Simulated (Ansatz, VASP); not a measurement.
**One calculation of Ru, two programs**

```xyz
2
Lattice="2.6976 0.0000 0.0000 -1.3488 2.3362 0.0000 0.0000 0.0000 4.2658" Properties=species:S:1:pos:R:3 pbc="T T T"
Ru    0.0000    1.5575    1.0665
Ru    1.3488    0.7787    3.1994
```

Alike in both runs: functional PBE; dispersion D3(BJ); k mesh 18 × 18 × 10; occupations gaussian, width 0.1 eV; no spin polarisation.

Ansatz relaxed the structure, and its values are those at the end. VASP's run is a single point on that final structure, the one shown.

```csv
,VASP,Ansatz
version,VASP 6.6.1,Ansatz 0.2.0
potentials or method,"VASP PAW PBE potentials, release 64 (Ru_pv), cutoff 520 eV","scalar-relativistic, plane waves, PAW"
valence electrons in the cell,28,32
```

|  | VASP | Ansatz | Ansatz less VASP |
| --- | --- | --- | --- |
| gap on the k mesh at the Fermi level (eV) | none | none | - |
| pressure (GPa) | -0.1 | 0.0 | +0.06 |

A gap of «none» marks a metal or a gap that the smearing closes. VASP's potentials hold 28 valence electrons a cell and Ansatz's 32, so a difference there can come from the potentials and not from the codes.
